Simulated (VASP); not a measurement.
# Fe (Im-3m) in VASP: a series of runs

The runs below take Fe through single point, relaxation of cell and atoms, with PBE.

Program: VASP 6.6.1. These are calculated values, not measurements. Logs are shortened: lines on timing, memory, paths and dates and some standing lists are left out, and cuts for length are marked.

### 1 The cell of the first run

Symmetry: Im-3m, No. 229, cubic system. The conventional cell has a = 2.832 Å, b = 2.832 Å, c = 2.832 Å, α = 90.00°, β = 90.00°, γ = 90.00°. Within 3.2 Å of Fe (site symmetry m-3m) lie 14 Fe at 2.45 to 2.83 Å.

### 2 Single point, PBE, collinear spin, ferromagnetic start

The input, INCAR:

```
PREC     = Accurate       # precision mode
ENCUT    = 520            # plane-wave cutoff, eV
EDIFF    = 1E-6           # SCF threshold, eV
ISMEAR   = 0              # smearing method
SIGMA    = 0.1            # smearing width, eV
LREAL    = F              # projectors in reciprocal space
LASPH    = T              # aspherical terms in the spheres
NELM     = 150            # most SCF steps
ALGO     = Normal         # electronic algorithm
ISIF     = 2              # what is computed and relaxed
LWAVE    = F              # write WAVECAR
LCHARG   = F              # write CHGCAR
ISPIN    = 2              # spin polarisation
MAGMOM   = 2.41           # initial moments
LORBIT   = 11             # projections on sites
LMAXMIX  = 4              # l up to which the mixer works
GGA      = PE             # functional
NBANDS   = 14             # bands
```

The input, KPOINTS:

```
regular mesh
0
Gamma
  20 20 20
```

The input, POSCAR:

```
Fe
1.0
   -1.4158326577      1.4158326577      1.4158326577
    1.4158326577     -1.4158326577      1.4158326577
    1.4158326577      1.4158326577     -1.4158326577
Fe
1
Direct
    0.0000000000      0.0000000000      0.0000000000
```

Potentials or basis: VASP PAW PBE potentials, release 64 (Fe).

The run is started by

```bash
cat potpaw_PBE.64/Fe/POTCAR > POTCAR
mpirun -np 1 vasp_std > vasp.out
```

OUTCAR:

```text
PREC = Accurate
   ENCUT = 520
   EDIFF = 1E-6
   ISMEAR = 0
   LREAL = F
   LASPH = T
   NELM = 150
   ISIF = 2
   ISPIN = 2
   LORBIT = 11
   GGA = PE

 ion  position               nearest neighbor table
   1  0.000  0.000  0.000-

  LATTYP: Found a body centered cubic cell.
 ALAT       =     2.8316653154

  Lattice vectors:

 A1 = (  -1.4158326577,   1.4158326577,   1.4158326577)
 A2 = (   1.4158326577,  -1.4158326577,   1.4158326577)
 A3 = (   1.4158326577,   1.4158326577,  -1.4158326577)

Analysis of symmetry for initial positions (statically):
=====================================================================
 Subroutine PRICEL returns:
 Original cell was already a primitive cell.

 Routine SETGRP: Setting up the symmetry group for a
 body centered cubic supercell.

 Subroutine GETGRP returns: Found 48 space group operations
 (whereof 48 operations were pure point group operations)
 out of a pool of 48 trial point group operations.

The static configuration has the point symmetry O_h .

Analysis of symmetry for dynamics (positions and initial velocities):
=====================================================================
 Subroutine PRICEL returns:
 Original cell was already a primitive cell.

 Routine SETGRP: Setting up the symmetry group for a
 body centered cubic supercell.

 Subroutine GETGRP returns: Found 48 space group operations
 (whereof 48 operations were pure point group operations)
 out of a pool of 48 trial point group operations.

The dynamic configuration has the point symmetry O_h .

Analysis of structural, dynamic, and magnetic symmetry:
=====================================================================
 Subroutine PRICEL returns:
 Original cell was already a primitive cell.

 Routine SETGRP: Setting up the symmetry group for a
 body centered cubic supercell.

 Subroutine GETGRP returns: Found 48 space group operations
 (whereof 48 operations were pure point group operations)
 out of a pool of 48 trial point group operations.

The overall configuration has the point symmetry O_h .

 Subroutine INISYM returns: Found 48 space group operations
 (whereof 48 operations are pure point group operations),
 and found     1 'primitive' translations

----------------------------------------------------------------------------------------

                                     Primitive cell

  volume of cell :      11.3526

  direct lattice vectors                    reciprocal lattice vectors
    -1.415832658  1.415832658  1.415832658     0.000000000  0.353149080  0.353149080
     1.415832658 -1.415832658  1.415832658     0.353149080  0.000000000  0.353149080
     1.415832658  1.415832658 -1.415832658     0.353149080  0.353149080  0.000000000

[... 116 lines left out ...]
 maximum number of plane-waves:       321
   NGX =  9   NGY =  9   NGZ =  9

 number of electron       8.0000009 magnetization       2.1964375

 Free energy of the ion-electron system (eV)
  ---------------------------------------------------
  ext. energy  EPLUGINS =         0.00000000
  ---------------------------------------------------
  free energy    TOTEN  =        -8.24517848 eV

  energy without entropy =       -8.23985498  energy(sigma->0) =       -8.24251673

 E-fermi :   5.8269     XC(G=0): -13.1211

 val. band max:        5.8252644397   @ k =  -0.4500  -0.4500   0.3000
 cond. band min:       5.8286823287   @ k =  -0.4000   0.5000   0.1500
 fundamental gap:      0.0034178890
 Fermi energy:         5.8269218728

 spin component 1

 k-point     1 :       0.0000    0.0000    0.0000
  band No.  band energies     occupation
      1      -2.6063      1.00000
      2       3.5211      1.00000
      3       3.5211      1.00000
      4       3.5211      1.00000
      5       4.7335      1.00000
      6       4.7335      1.00000
      7      30.8602      0.00000
      8      30.8602      0.00000
      9      30.8602      0.00000
     10      35.9489      0.00000
     11      35.9489      0.00000
     12      38.2520      0.00000
     13      38.2520      0.00000
     14      38.2520      0.00000
[... 379 lines left out ...]
      3       3.2618      1.00000
      4       4.5655      1.00000
      5       4.9326      1.00000
      6       5.5383      0.99998
      7      19.5247      0.00000
      8      24.0084      0.00000
      9      27.4898      0.00000
     10      30.9475      0.00000
     11      35.3581      0.00000
     12      36.8439      0.00000
     13      42.5391      0.00000
     14      44.6149      0.00000

 [... further k-points ...]

 spin component 2

 k-point     1 :       0.0000    0.0000    0.0000
  band No.  band energies     occupation
      1      -2.4383      1.00000
      2       5.4364      1.00000
      3       5.4365      1.00000
      4       5.4365      1.00000
      5       7.4914      0.00000
      6       7.4915      0.00000
      7      30.6084      0.00000
      8      30.6084      0.00000
      9      30.6084      0.00000
     10      36.1444      0.00000
     11      36.1444      0.00000
     12      38.9111      0.00000
     13      38.9111      0.00000
     14      38.9111      0.00000
[... 379 lines left out ...]
      3       4.8772      1.00000
      4       7.0848      0.00000
      5       7.4994      0.00000
      6       7.7486      0.00000
      7      20.2766      0.00000
      8      24.4091      0.00000
      9      28.0592      0.00000
     10      31.1706      0.00000
     11      35.8565      0.00000
     12      37.1781      0.00000
     13      42.7659      0.00000
     14      45.0687      0.00000

 [... further k-points ...]
[... 5 lines left out ...]
  --------------------------------------------------------------------------------------
  -------------------------------------------------------------------------------------
  Total        0.0100625      0.0100625      0.0100625      0.0000000      0.0000000      0.0000000
  in kB        1.4201101      1.4201101      1.4201101      0.0000000      0.0000000      0.0000000
  external PRESSURE =       1.4201101 kB  Pullay stress =       0.0000000 kB

 VOLUME and BASIS-vectors are now :
 -----------------------------------------------------------------------------
  energy-cutoff  :      520.00
  volume of cell :       11.35
      direct lattice vectors                 reciprocal lattice vectors
    -1.415832658  1.415832658  1.415832658     0.000000000  0.353149080  0.353149080
     1.415832658 -1.415832658  1.415832658     0.353149080  0.000000000  0.353149080
     1.415832658  1.415832658 -1.415832658     0.353149080  0.353149080  0.000000000

 POSITION                                       TOTAL-FORCE (eV/Angst)
 -----------------------------------------------------------------------------------
      0.00000      0.00000      0.00000         0.000000     -0.000000      0.000000
 -----------------------------------------------------------------------------------
    total drift:                                0.000000      0.000000      0.000000

  FREE ENERGIE OF THE ION-ELECTRON SYSTEM (eV)
  ---------------------------------------------------
  free  energy   TOTEN  =        -8.2451784826 eV

  energy  without entropy=       -8.2398549751  energy(sigma->0) =       -8.24251673

 total charge

# of ion       s       p       d       tot
------------------------------------------
    1        0.488   0.542   6.239   7.269

 magnetization (x)

# of ion       s       p       d       tot
------------------------------------------
    1       -0.013  -0.056   2.262   2.193
```

Wall time 63 s (1 thread of Intel Xeon 8259CL, shared host); peak memory 0.17 GiB.

What came out:

| Property | Result |
| --- | --- |
| Free energy | -8.2452 eV |
| Pressure | 0.1 GPa |
| Net moment | 2.20 μB per cell |
| Site moments | Fe +2.19 μB |
| Valence electrons inside the program's atomic spheres | Fe 7.27 |

### 3 Relaxation of cell and atoms, PBE, collinear spin, ferromagnetic start

This run uses another cell than the first one, of 11.31 Å³/atom.

The input, INCAR:

```
SYSTEM = Fe
  ALGO = Normal
  EDIFF = 1E-7
  EDIFFG = -0.01
  ENCUT = 600
  GGA = PE
  IBRION = 2
  ISIF = 3
  ISMEAR = 0
  ISPIN = 2
  LASPH = .TRUE.
  LCHARG = .FALSE.
  LMAXMIX = 4
  LORBIT = 11
  LREAL = .FALSE.
  LWAVE = .FALSE.
  MAGMOM = 2.41
  NELM = 150
  NSW = 80
  PREC = Accurate
  SIGMA = 0.1
```

The input, KPOINTS:

```
k-points
0
G
  20 20 20
  0 0 0
```

The input, POSCAR:

```
Fe
1.0
   -1.4141475796      1.4141475796      1.4141475796
    1.4141475796     -1.4141475796      1.4141475796
    1.4141475796      1.4141475796     -1.4141475796
Fe
1
Direct
    0.0000000000      0.0000000000      0.0000000000
```

Potentials or basis: VASP PAW PBE potentials, release 64 (Fe).

The run is started by

```bash
cat potpaw_PBE.64/Fe/POTCAR > POTCAR
mpirun -np 1 vasp_std > vasp.out
```

OUTCAR:

```text
SYSTEM = Fe
   EDIFF = 1E-7
   EDIFFG = -0.01
   ENCUT = 600
   GGA = PE
   IBRION = 2
   ISIF = 3
   ISMEAR = 0
   ISPIN = 2
   LASPH = .TRUE.
   LORBIT = 11
   LREAL = .FALSE.
   NELM = 150
   NSW = 80
   PREC = Accurate

 ion  position               nearest neighbor table
   1  0.000  0.000  0.000-

  LATTYP: Found a body centered cubic cell.
 ALAT       =     2.8282951592

  Lattice vectors:

 A1 = (  -1.4141475796,   1.4141475796,   1.4141475796)
 A2 = (   1.4141475796,  -1.4141475796,   1.4141475796)
 A3 = (   1.4141475796,   1.4141475796,  -1.4141475796)

Analysis of symmetry for initial positions (statically):
=====================================================================
 Subroutine PRICEL returns:
 Original cell was already a primitive cell.

 Routine SETGRP: Setting up the symmetry group for a
 body centered cubic supercell.

 Subroutine GETGRP returns: Found 48 space group operations
 (whereof 48 operations were pure point group operations)
 out of a pool of 48 trial point group operations.

The static configuration has the point symmetry O_h .

Analysis of symmetry for dynamics (positions and initial velocities):
=====================================================================
 Subroutine PRICEL returns:
 Original cell was already a primitive cell.

 Routine SETGRP: Setting up the symmetry group for a
 body centered cubic supercell.

 Subroutine GETGRP returns: Found 48 space group operations
 (whereof 48 operations were pure point group operations)
 out of a pool of 48 trial point group operations.

The dynamic configuration has the point symmetry O_h .

Analysis of structural, dynamic, and magnetic symmetry:
=====================================================================
 Subroutine PRICEL returns:
 Original cell was already a primitive cell.

 Routine SETGRP: Setting up the symmetry group for a
 body centered cubic supercell.

 Subroutine GETGRP returns: Found 48 space group operations
 (whereof 48 operations were pure point group operations)
 out of a pool of 48 trial point group operations.

The overall configuration has the point symmetry O_h .

[... 136 lines left out ...]

 number of electron       8.0000006 magnetization       2.1870439

 Free energy of the ion-electron system (eV)
  ---------------------------------------------------
  ext. energy  EPLUGINS =         0.00000000
  ---------------------------------------------------
  free energy    TOTEN  =        -8.24464720 eV

  energy without entropy =       -8.23927542  energy(sigma->0) =       -8.24196131

------------------------ aborting loop because EDIFF is reached ----------------------------------------

  FORCE on cell =-STRESS in cart. coord.  units (eV):
  Direction    XX          YY          ZZ          XY          YZ          ZX
  --------------------------------------------------------------------------------------
  -------------------------------------------------------------------------------------
  Total        0.0461586      0.0461586      0.0461586     -0.0000000     -0.0000000     -0.0000000
  in kB        6.5376104      6.5376104      6.5376104     -0.0000000     -0.0000000     -0.0000000
  external PRESSURE =       6.5376104 kB  Pullay stress =       0.0000000 kB
[... 57 lines left out ...]
--------------------------------------- Ionic step        3  -------------------------------------------

 number of electron       8.0000006 magnetization       2.1956259

 Free energy of the ion-electron system (eV)
  ---------------------------------------------------
  ext. energy  EPLUGINS =         0.00000000
  ---------------------------------------------------
  free energy    TOTEN  =        -8.24472805 eV

  energy without entropy =       -8.23940233  energy(sigma->0) =       -8.24206519

 E-fermi :   5.8270     XC(G=0): -13.1211

 val. band max:        5.8255380778   @ k =  -0.4500  -0.4500   0.3000
 cond. band min:       5.8289241130   @ k =  -0.4000   0.5000   0.1500
 fundamental gap:      0.0033860352
 Fermi energy:         5.8270190097

 spin component 1

 k-point     1 :       0.0000    0.0000    0.0000
  band No.  band energies     occupation
      1      -2.6062      1.00000
      2       3.5213      1.00000
      3       3.5213      1.00000
      4       3.5213      1.00000
      5       4.7335      1.00000
      6       4.7335      1.00000
      7      30.8605      0.00000
      8      30.8605      0.00000
      9      30.8605      0.00000
[... 265 lines left out ...]
 k-point    24 :       0.2500    0.1000    0.0000
  band No.  band energies     occupation
      1       0.5505      1.00000
      2       2.8047      1.00000
      3       3.2619      1.00000
      4       4.5655      1.00000
      5       4.9326      1.00000
      6       5.5385      0.99998
      7      19.5249      0.00000
      8      24.0086      0.00000
      9      27.4902      0.00000

 [... further k-points ...]

 spin component 2

 k-point     1 :       0.0000    0.0000    0.0000
  band No.  band energies     occupation
      1      -2.4381      1.00000
      2       5.4361      1.00000
      3       5.4362      1.00000
      4       5.4362      1.00000
      5       7.4913      0.00000
      6       7.4915      0.00000
      7      30.6089      0.00000
      8      30.6089      0.00000
      9      30.6089      0.00000
[... 304 lines left out ...]
  FREE ENERGIE OF THE ION-ELECTRON SYSTEM (eV)
  ---------------------------------------------------
  free  energy   TOTEN  =        -8.2447280481 eV

  energy  without entropy=       -8.2394023272  energy(sigma->0) =       -8.24206519

 reached required accuracy - stopping structural energy minimisation

 total charge

# of ion       s       p       d       tot
------------------------------------------
    1        0.488   0.542   6.239   7.270

 magnetization (x)

# of ion       s       p       d       tot
------------------------------------------
    1       -0.013  -0.056   2.262   2.193
```

CONTCAR:

```text
Fe
   1.00000000000000
    -1.4158246586611081    1.4158246586611081    1.4158246586611081
     1.4158246586611081   -1.4158246586611081    1.4158246586611081
     1.4158246586611081    1.4158246586611081   -1.4158246586611081
  Fe
     1
Direct
     0.0000000000000000    0.0000000000000000    0.0000000000000000

  0.00000000E+00  0.00000000E+00  0.00000000E+00
```

Wall time 2.5 min (1 thread of Intel Xeon 8259CL, shared host); peak memory 0.18 GiB.

What came out:

* Free energy: -8.2447 eV
* Relaxed volume: 11.35 Å³/atom
* Relaxed cell: a = 2.452 Å, b = 2.452 Å, c = 2.452 Å, α = 109.47°, β = 109.47°, γ = 109.47°
* Space group after relaxing (to 0.1 Å): Im-3m (No. 229)
* Energy gained by relaxing: 0.1 meV/atom
* Ionic steps: 3
* Pressure after relaxing: 0.0 GPa
* Net moment: 2.20 μB per cell
* Site moments: Fe +2.19 μB
* Valence electrons inside the program's atomic spheres: Fe 7.27

Final structure:
```yaml
crystal:
  lattice:
    - [-1.41582, 1.41582, 1.41582]
    - [1.41582, -1.41582, 1.41582]
    - [1.41582, 1.41582, -1.41582]
  atoms:
    - { symbol: Fe, position: [0.00000, 0.00000, 0.00000] }
```

Levels at points of the mesh, in eV from the Fermi level:
Spin up:
```tsv
k point	band 1	band 2	band 3	band 4	band 5	band 6	band 7	band 8	band 9
(0.00, 0.00, 0.00)	-8.43	-2.31	-2.31	-2.31	-1.09	-1.09	25.03	25.03	25.03
(0.50, 0.00, 0.00)	-4.92	-3.39	-1.03	-0.90	0.39	0.52	7.36	18.38	20.24
(0.50, 0.50, 0.50)	-4.85	-4.85	0.11	0.11	0.11	9.94	9.94	9.94	15.66
```
Spin down:
```tsv
k point	band 1	band 2	band 3	band 4	band 5	band 6	band 7	band 8
(0.00, 0.00, 0.00)	-8.27	-0.39	-0.39	-0.39	1.66	1.66	24.78	24.78
(0.50, 0.00, 0.00)	-3.64	-1.67	0.63	1.52	1.92	2.61	8.73	18.42
(0.50, 0.50, 0.50)	-3.03	-3.03	2.30	2.30	2.30	10.22	10.22	10.22
```
